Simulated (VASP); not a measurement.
Runs of VASP 6.6.1 on GdO. The structure is that of space group F-43m (No. 216), or close to it. The cells are those of the table. 

```csv
task,cell,gap on the mesh (eV),pressure (GPa),moment (μB)
single point,"a = 3.741 Å, angles 60.0°, 2 atoms",none,(b),7.55
single point,"a = 3.844 Å, angles 60.0°, 2 atoms",none,-2.2,7.54
single point,"a = 3.793 Å, angles 60.0°, 2 atoms",none,(a),7.55
single point,"a = 3.893 Å, angles 60.0°, 2 atoms",none,-5.2,7.52
electric field gradients,"a = 3.741 Å, angles 60.0°, 2 atoms",none,6.0,7.55
```

Alike in all rows: level PBE; potentials or basis VASP PAW PBE potentials, release 64 (Gd, O); spin collinear, ferromagnetic start; k mesh 12 × 12 × 12; cutoff (eV) 520; smearing fermi-dirac 0.08 eV.

Q: Fill in the values left out.

A: (a) 1.6; (b) 6.1.

Caveats: spin-orbit coupling is left out, which moves the levels of the heavy elements; a cell with one magnetic atom can't hold antiferromagnetic order, which such compounds often take; semilocal functionals describe open f shells poorly, which spoils levels, moments and volumes; the cell stands under pressure (at least some runs); the cell stands under tension (at least some runs).

A k mesh can miss the band edges, and the runs leave out spin-orbit coupling on Gd.

A gap of «none» marks levels without a gap at the run's occupations.
